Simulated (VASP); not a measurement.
Input of a VASP 6.6.1 run:

INCAR

```
PREC = Accurate ; ENCUT = 520
EDIFF = 1E-7 ; ISMEAR = -1
SIGMA = 0.05 ; LREAL = F
LASPH = T ; NELM = 100
ALGO = Normal ; ISIF = 2
LWAVE = F ; LCHARG = F
GGA = RE ; IVDW = 12
NBANDS = 16
```

Contents of KPOINTS:

```
Automatic mesh
0
Gamma
  8 8 8
```

File POSCAR:

```
CdSe
1.0
    0.0000000000      3.0906047130      3.0906047130
    3.0906047130      0.0000000000      3.0906047130
    3.0906047130      3.0906047130      0.0000000000
Cd Se
1 1
Direct
    0.0000000000      0.0000000000      0.0000000000
    0.2500000000      0.2500000000      0.2500000000
```

Potentials or basis: VASP PAW PBE potentials, release 64 (Cd, Se).

Command:

```console
$ cat potpaw_PBE.64/Cd/POTCAR potpaw_PBE.64/Se/POTCAR > POTCAR
$ mpirun -np 1 vasp_std > vasp.out
```

Task: What does it give for the pressure?

Result: -1.8 GPa.

Task: What does it give for the dispersion energy per atom?

Result: -0.577 eV.

Caveat: the PAW data sets were made with another functional, which shifts forces and pressure a little.
